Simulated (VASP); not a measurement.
A run of VASP 6.6.1 is set up as follows.

Contents of INCAR:

```
  PREC = Accurate
  ENCUT = 500
  EDIFF = 1E-6
  ISMEAR = 0
  SIGMA = 0.02
  LREAL = F
  LASPH = T
  NELM = 120
  ALGO = Normal
  ISIF = 2
  LWAVE = F
  LCHARG = F
  GGA = PE
  NBANDS = 11
  GGA_COMPAT = F
```

KPOINTS

```
regular mesh
0
Gamma
  9 9 9
```

File POSCAR:

```
Si
1.0
    3.8926748890      0.0000000000      0.0000000000
   -1.9463374445      3.3711553426      0.0000000000
    1.9463374445     -1.1237184475      3.1493941606
Si
2
Direct
    0.0003859259     -0.0003859259     -0.0011577777
    0.7496140741      0.2503859259      0.7511577777
```

Potentials or basis: VASP PAW PBE potentials, release 64 (Si).

Run with:

```sh
$ cat potpaw_PBE.64/Si/POTCAR > POTCAR
$ mpirun -np 1 vasp_std > vasp.out
```

Q: Estimate the band gap on the k mesh.

A: 0.59 eV, indirect (least direct gap 2.47 eV).

Q: Predict the pressure.

A: -0.9 GPa.

Stress tensor (GPa, compression positive):
```
-1.38  0.00  0.00
 0.00 -1.38  0.00
 0.00  0.00 -0.04
```

A k mesh can miss the band edges. Expect the measured gap to be larger: semilocal functionals such as PBE lack the derivative discontinuity.
